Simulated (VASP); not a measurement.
# Ta2AlN2 (P-4m2) in VASP: further runs

Runs on Ta2AlN2. Level: PBE. Tasks: single point, relaxation of cell and atoms.

All numbers are computed with VASP 6.6.1; they aren't measurements. Logs are shortened: lines on timing, memory, paths and dates and some standing lists are left out, and cuts for length are marked.

### Step 1. The cell of the first run

It takes space group P-4m2 (No. 115, tetragonal). The conventional cell has a = 4.216 Å, b = 4.216 Å, c = 4.439 Å, α = 90.00°, β = 90.00°, γ = 90.00°. Within 2.8 Å of Ta (site symmetry 2mm) lie 4 N at 2.12 to 2.54 Å and 2 Al at 2.66 Å. Al (site symmetry -4m2) has 2 N at 1.41 Å within 1.9 Å. N (site symmetry 2mm) has 1 Al at 1.41 Å and 1 N at 1.63 Å within 1.9 Å.

### Step 2. Single point, PBE

The input, INCAR:

```
  PREC = Accurate
  ENCUT = 520
  EDIFF = 1E-6
  ISMEAR = 0
  SIGMA = 0.1
  LREAL = False
  LASPH = True
  NELM = 100
  ALGO = Normal
  ISIF = 2
  LWAVE = False
  LCHARG = False
  GGA = PE
  NBANDS = 26
```

The input, KPOINTS:

```
Automatic mesh
0
Gamma
  4 4 4
```

The input, POSCAR:

```
Ta2AlN2
1.0
    4.2157501200      0.0000000000      0.0000000000
    0.0000000000      4.2157501200      0.0000000000
    0.0000000000      0.0000000000      4.4388614100
Ta Al N
2 1 2
Direct
    0.0000000000      0.5000000000      0.8639230500
    0.5000000000      0.0000000000      0.1360769500
    0.0000000000      0.0000000000      0.5000000000
    0.0000000000      0.0000000000      0.1831569900
    0.0000000000      0.0000000000      0.8168430100
```

Potentials or basis: VASP PAW PBE potentials, release 64 (Ta_pv, Al, N).

Command:

```
$ cat potpaw_PBE.64/Ta_pv/POTCAR potpaw_PBE.64/Al/POTCAR potpaw_PBE.64/N/POTCAR > POTCAR
$ mpirun -np 1 vasp_std > vasp.out
```

OUTCAR:

```text
PREC = Accurate
   ENCUT = 520
   EDIFF = 1E-6
   ISMEAR = 0
   LREAL = False
   LASPH = True
   NELM = 100
   ISIF = 2
   GGA = PE

 ion  position               nearest neighbor table
   1  0.000  0.500  0.864-   5 2.12   5 2.12   4 2.54   4 2.54   3 2.66   3 2.66   2 3.22   2 3.22
                             2 3.22   2 3.22
   2  0.500  0.000  0.136-   4 2.12   4 2.12   5 2.54   5 2.54   3 2.66   3 2.66   1 3.22   1 3.22
                             1 3.22   1 3.22
   3  0.000  0.000  0.500-   4 1.41   5 1.41   1 2.66   2 2.66   1 2.66   2 2.66
   4  0.000  0.000  0.183-   3 1.41   5 1.63   2 2.12   2 2.12   1 2.54   1 2.54
   5  0.000  0.000  0.817-   3 1.41   4 1.63   1 2.12   1 2.12   2 2.54   2 2.54

  LATTYP: Found a simple tetragonal cell.
 ALAT       =     4.2157501200
 C/A-ratio  =     1.0529232719

  Lattice vectors:

 A1 = (   4.2157501200,   0.0000000000,   0.0000000000)
 A2 = (   0.0000000000,   4.2157501200,   0.0000000000)
 A3 = (   0.0000000000,   0.0000000000,   4.4388614100)

Analysis of symmetry for initial positions (statically):
=====================================================================
 Subroutine PRICEL returns:
 Original cell was already a primitive cell.

 Routine SETGRP: Setting up the symmetry group for a
 simple tetragonal supercell.

 Subroutine GETGRP returns: Found  8 space group operations
 (whereof  8 operations were pure point group operations)
 out of a pool of 16 trial point group operations.

The static configuration has the point symmetry D_2d.

Analysis of symmetry for dynamics (positions and initial velocities):
=====================================================================
 Subroutine PRICEL returns:
 Original cell was already a primitive cell.

 Routine SETGRP: Setting up the symmetry group for a
 simple tetragonal supercell.

 Subroutine GETGRP returns: Found  8 space group operations
 (whereof  8 operations were pure point group operations)
 out of a pool of 16 trial point group operations.

The dynamic configuration has the point symmetry D_2d.

 Subroutine INISYM returns: Found  8 space group operations
 (whereof  8 operations are pure point group operations),
 and found     1 'primitive' translations

----------------------------------------------------------------------------------------

                                     Primitive cell

  volume of cell :      78.8899

  direct lattice vectors                    reciprocal lattice vectors
     4.215750120  0.000000000  0.000000000     0.237205710  0.000000000  0.000000000
     0.000000000  4.215750120  0.000000000     0.000000000  0.237205710  0.000000000
     0.000000000  0.000000000  4.438861410     0.000000000  0.000000000  0.225282997

  length of vectors
     4.215750120  4.215750120  4.438861410     0.237205710  0.237205710  0.225282997

  position of ions in fractional coordinates (direct lattice)
     0.000000000  0.500000000  0.863923050
     0.500000000  0.000000000  0.136076950
     0.000000000  0.000000000  0.500000000
     0.000000000  0.000000000  0.183156990
     0.000000000  0.000000000  0.816843010

  ion indices of the primitive-cell ions
   primitive index   ion index
                 1           1
                 2           2
                 3           3
                 4           4
                 5           5

----------------------------------------------------------------------------------------

 KPOINTS: Automatic mesh

Automatic generation of k-mesh.
 Grid dimensions read from file:
 generate k-points for:    4    4    4

 Generating k-lattice:

  Cartesian coordinates                     Fractional coordinates (reciprocal lattice)
     0.059301427  0.000000000  0.000000000     0.250000000  0.000000000  0.000000000
     0.000000000  0.059301427  0.000000000     0.000000000  0.250000000  0.000000000
     0.000000000  0.000000000  0.056320749     0.000000000  0.000000000  0.250000000

  Length of vectors
     0.059301427  0.059301427  0.056320749

  Shift w.r.t. Gamma in fractional coordinates (k-lattice)
     0.000000000  0.000000000  0.000000000

 Subroutine IBZKPT returns following result:
 ===========================================

 Found     18 irreducible k-points:

 Following reciprocal coordinates:
            Coordinates               Weight
  0.000000  0.000000  0.000000      1.000000
  0.250000  0.000000  0.000000      4.000000
  0.500000  0.000000  0.000000      2.000000
  0.250000  0.250000  0.000000      4.000000
  0.500000  0.250000  0.000000      4.000000
  0.500000  0.500000  0.000000      1.000000
[... 10 lines left out ...]
  0.500000  0.250000  0.500000      4.000000
  0.500000  0.500000  0.500000      1.000000
   k-points           NKPTS =     18   k-points in BZ     NKDIM =     18   number of bands    NBANDS=     26
   number of dos      NEDOS =    301   number of ions     NIONS =      5
   total plane-waves  NPLWV =  36864
   dimension x,y,z NGX =    32 NGY =   32 NGZ =   36
   dimension x,y,z NGXF=    64 NGYF=   64 NGZF=   72
   ions per type =               2   1   2
   NGX,Y,Z   is equivalent  to a cutoff of  12.62, 12.62, 13.48 a.u.
   NGXF,Y,Z  is equivalent  to a cutoff of  25.24, 25.24, 26.97 a.u.
 SYSTEM =  unknown system
   PREC   = accura    normal or accurate (medium, high low for compatibility)
   ISTART =      0    job   : 0-new  1-cont  2-samecut
   ICHARG =      2    charge: 1-file 2-atom 10-const
   ISPIN  =      1    spin polarized calculation?
   LNONCOLLINEAR =      F non collinear calculations
   LSORBIT =      F    spin-orbit coupling
   LASPH  =      T    aspherical Exc in radial PAW
   ENCUT  =  520.0 eV  38.22 Ry    6.18 a.u.   7.84  7.84  8.25*2*pi/ulx,y,z
   NELM   =    100;   NELMIN=  2; NELMDL= -5     # of ELM steps
   EDIFF  = 0.1E-05   stopping-criterion for ELM
   LREAL  =      F    real-space projection
   EDIFFG = 0.1E-04   stopping-criterion for IOM
   NSW    =      0    number of steps for IOM
   IBRION =     -1    ionic relax: 0-MD 1-quasi-New 2-CG
   NFREE  =      0    steps in history (QN), initial steepest desc. (CG)
   ISIF   =      2    stress and relaxation
   ISYM   =      2    0-nonsym 1-usesym 2-fastsym
   POTIM  = 0.5000    time-step for ionic-motion
   TEBEG  =    0.0;   TEEND  =   0.0 temperature during run
   PSTRESS=    0.0 pullay stress
   NELECT =      35.0000    total number of electrons
   NUPDOWN=      -1.0000    fix difference up-down
   EMIN   =  10.00;   EMAX   =-10.00  energy-range for DOS
   EFERMI =   0.00;   METHOD = LEGACY
   ISMEAR =     0;   SIGMA  =   0.10  broadening in eV -4-tet -1-fermi 0-gaus
   EFERMI_NEDOS =   21; number of points for ismear=-14 and -15
   IALGO  =     38    algorithm
   IMIX   =      4    mixing-type and parameters
     AMIX     =   0.40;   BMIX     =  1.00
     AMIX_MAG =   1.60;   BMIX_MAG =  1.00
  volume/ion in A,a.u.               =      15.78       106.48
  Fermi-wavevector in a.u.,A,eV,Ry     =   1.248601  2.359514 21.211550  1.559005
  Thomas-Fermi vector in A             =   2.382680
   LORBIT       =      0    0 simple, 1 ext, 2 COOP (PROOUT), +10 PAW based schemes
   GGA     = PE    functional components
   LHFCALC =     F    Hartree Fock is set to
   AEXX    =    0.0000 exact exchange contribution
   IVDW    =     0    specifies the selected vdW correction
   LEPSILON=     F    determine dielectric tensor
   LRPA    =     F    only Hartree local field effects (RPA)
 non-spin polarized calculation
 Gauss-broadening in eV      SIGMA  =   0.10
  energy-cutoff  :      520.00
  volume of cell :       78.89
 maximum number of plane-waves:      2144
 NGX is ok and might be reduce to    32
   NGX = 15   NGY = 15   NGZ = 17

 number of electron      34.9999992 magnetization

 Free energy of the ion-electron system (eV)
  ---------------------------------------------------
  ext. energy  EPLUGINS =         0.00000000
  ---------------------------------------------------
  free energy    TOTEN  =       -31.70420350 eV

  energy without entropy =      -31.68823216  energy(sigma->0) =      -31.69621783

 E-fermi :   5.5068     XC(G=0): -10.7696

 val. band max:        5.4864480576   @ k =   0.5000   0.2500   0.2500
 cond. band min:       5.5396646677   @ k =   0.2500   0.2500   0.0000
 fundamental gap:      0.0532166101
 Fermi energy:         5.5068086580

 k-point     1 :       0.0000    0.0000    0.0000
  band No.  band energies     occupation
      1     -30.3276      2.00000
      2     -30.3276      2.00000
      3     -29.9361      2.00000
      4     -29.9024      2.00000
      5     -29.7933      2.00000
      6     -29.7933      2.00000
[... 18 lines left out ...]
     25       9.0945      0.00000
     26      10.5587      0.00000

 k-point     2 :       0.2500    0.0000    0.0000
  band No.  band energies     occupation
      1     -30.3544      2.00000
      2     -30.3180      2.00000
      3     -29.9412      2.00000
      4     -29.9042      2.00000
      5     -29.8022      2.00000
      6     -29.7914      2.00000
[... 18 lines left out ...]
     25       9.6528      0.00000
     26      10.7515      0.00000

 k-point     3 :       0.5000    0.0000    0.0000
  band No.  band energies     occupation
      1     -30.3809      2.00000
      2     -30.3081      2.00000
      3     -29.9495      2.00000
      4     -29.9036      2.00000
      5     -29.8114      2.00000
      6     -29.7888      2.00000
[... 398 lines left out ...]
 k-point    17 :       0.5000    0.2500    0.5000
  band No.  band energies     occupation
      1     -30.4779      2.00000
      2     -30.2296      2.00000
      3     -29.9506      2.00000
      4     -29.9123      2.00000
      5     -29.8748      2.00000
      6     -29.7315      2.00000
[... 18 lines left out ...]
     25       8.6100      0.00000
     26       9.0449      0.00000

 k-point    18 :       0.5000    0.5000    0.5000
  band No.  band energies     occupation
      1     -30.5363      2.00000
      2     -30.1867      2.00000
      3     -29.9330      2.00000
      4     -29.9201      2.00000
      5     -29.9201      2.00000
      6     -29.7065      2.00000
[... 18 lines left out ...]
     25       8.5306      0.00000
     26      10.1017      0.00000

------------------------ aborting loop because EDIFF is reached ----------------------------------------

  FORCE on cell =-STRESS in cart. coord.  units (eV):
  Direction    XX          YY          ZZ          XY          YZ          ZX
  --------------------------------------------------------------------------------------
  -------------------------------------------------------------------------------------
  Total       -4.3022146     -4.3022146     66.3035571      0.0000000      0.0000000     -0.0000000
  in kB      -87.3738242    -87.3738242   1346.5612205      0.0000000      0.0000000     -0.0000000
  external PRESSURE =     390.6045240 kB  Pullay stress =       0.0000000 kB

 VOLUME and BASIS-vectors are now :
 -----------------------------------------------------------------------------
  energy-cutoff  :      520.00
  volume of cell :       78.89
      direct lattice vectors                 reciprocal lattice vectors
     4.215750120  0.000000000  0.000000000     0.237205710  0.000000000  0.000000000
     0.000000000  4.215750120  0.000000000     0.000000000  0.237205710  0.000000000
     0.000000000  0.000000000  4.438861410     0.000000000  0.000000000  0.225282997

 POSITION                                       TOTAL-FORCE (eV/Angst)
 -----------------------------------------------------------------------------------
      0.00000      2.10788      3.83483         0.000000      0.000000      2.659415
      2.10788      0.00000      0.60403         0.000000     -0.000000     -2.659415
      0.00000      0.00000      2.21943        -0.000000     -0.000000      0.000000
      0.00000      0.00000      0.81301         0.000000     -0.000000    -22.672439
      0.00000      0.00000      3.62585         0.000000     -0.000000     22.672439
 -----------------------------------------------------------------------------------
    total drift:                                0.000000      0.000000     -0.000000

  FREE ENERGIE OF THE ION-ELECTRON SYSTEM (eV)
  ---------------------------------------------------
  free  energy   TOTEN  =       -31.7042034982 eV

  energy  without entropy=      -31.6882321592  energy(sigma->0) =      -31.69621783
```

It took 26 s on 1 thread of Intel Xeon 6975P-C, shared host; peak memory 0.2 GiB.

What came out:

```
Free energy   : -31.7042 eV
Pressure      : 39.1 GPa
Largest force : 22.672 eV/Å
```

Forces in eV/Å, atoms in the order of the input:
```
Ta    0.000   0.000   2.659
Ta    0.000   0.000  -2.659
Al    0.000   0.000   0.000
N     0.000   0.000 -22.672
N     0.000   0.000  22.672
```

Levels at points of the mesh, in eV from the Fermi level:
| k point | band 13 | band 14 | band 15 | band 16 | band 17 | band 18 | band 19 | band 20 | band 21 | band 22 |
| --- | --- | --- | --- | --- | --- | --- | --- | --- | --- | --- |
| (0.00, 0.00, 0.00) | -5.35 | -4.76 | -2.01 | -1.56 | -1.17 | -0.57 | -0.57 | 0.90 | 1.78 | 1.78 |
| (0.50, 0.00, 0.00) | -5.47 | -2.54 | -2.28 | -1.52 | -1.41 | 0.34 | 0.40 | 1.13 | 1.16 | 1.43 |
| (0.50, 0.50, 0.00) | -6.02 | -1.13 | -1.13 | -0.83 | -0.30 | 0.22 | 0.22 | 0.35 | 0.50 | 1.34 |
| (0.00, 0.00, 0.50) | -6.07 | -3.45 | -3.30 | -1.78 | -0.75 | 0.17 | 0.17 | 1.13 | 1.46 | 1.72 |
| (0.50, 0.00, 0.50) | -6.02 | -2.64 | -2.23 | -1.83 | -0.34 | 0.15 | 1.05 | 1.06 | 1.69 | 1.76 |
| (0.50, 0.50, 0.50) | -6.42 | -1.77 | -1.09 | -0.86 | -0.38 | -0.38 | 0.39 | 0.39 | 0.81 | 1.07 |

Caveat: the k points lie up to 0.37 Å⁻¹ apart; spin-orbit coupling is left out, which moves the levels of the heavy elements; forces of over 1 eV/Å act on the atoms, so gaps and moduli don't describe the material at rest.

[end of part 1 of 2]
